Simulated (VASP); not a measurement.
AlNi (WC type): single point with PBE

Crystal: AlNi (WC type).

```xyz
2
Lattice="2.6929 0.0000 0.0000 -1.3465 2.3321 0.0000 0.0000 0.0000 3.7684" Properties=species:S:1:pos:R:3 pbc="T T T"
Ni    0.0000    0.0000    0.0000
Al    0.0000    1.5548    1.8842
```

This cell differs from its parent crystal: volume scaled by 0.94.

```json
{
 "Program": "VASP 6.6.1",
 "Task": "single point",
 "Functional": "PBE",
 "Potentials or basis": "VASP PAW PBE potentials, release 64 (Ni, Al)",
 "Cutoff": "520 eV",
 "k mesh": "15 × 15 × 13",
 "Occupations": "fermi-dirac, width 0.08 eV",
 "Spin": "no spin polarisation"
}
```

The pressure is 10.0 GPa.

Stress tensor (GPa, compression positive):
```
10.05  0.00  0.00
 0.00 10.05  0.00
 0.00  0.00  9.88
```

Levels at points of the mesh, in eV from the Fermi level:
```
           k point  band 5  band 6  band 7  band 8  band 9  band 10
(0.00, 0.00, 0.00)   -1.60   -1.44   -1.44    3.07   13.17    13.17
```

Run time: 31 s on 1 thread of Intel Xeon 6975P-C, on a shared host, peak memory 0.18 GiB.

 Spin polarisation is off, so any magnetic state and its effect on volume and gap are missing.
